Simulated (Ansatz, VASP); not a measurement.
## CdO: VASP beside Ansatz

```
CELL_PARAMETERS angstrom
0.00000 2.41982 2.41982
2.41982 0.00000 2.41982
2.41982 2.41982 0.00000
ATOMIC_POSITIONS crystal
Cd 0.00000 0.00000 0.00000
O 0.50000 0.50000 0.50000
```

Alike in both runs: task single point; functional PBE; k mesh 16 × 16 × 16; occupations gaussian, width 0.1 eV; no spin polarisation.

```csv
,VASP,Ansatz
version,VASP 6.6.1,Ansatz 0.2.0
potentials or method,"VASP PAW PBE potentials, release 64 (Cd, O), cutoff 600 eV","scalar-relativistic, plane waves, PAW"
valence electrons in the cell,18,26
```

|  | VASP | Ansatz | Ansatz less VASP |
| --- | --- | --- | --- |
| gap on the k mesh at the Fermi level (eV) | none | none | - |
| pressure (GPa) | -4.3 | -5.1 | -0.78 |

A gap of «none» marks a metal or a gap that the smearing closes. With one functional, cell and mesh, what is left measures potentials, basis and numerics. VASP's potentials hold 18 valence electrons a cell and Ansatz's 26, so a difference there can come from the potentials and not from the codes.
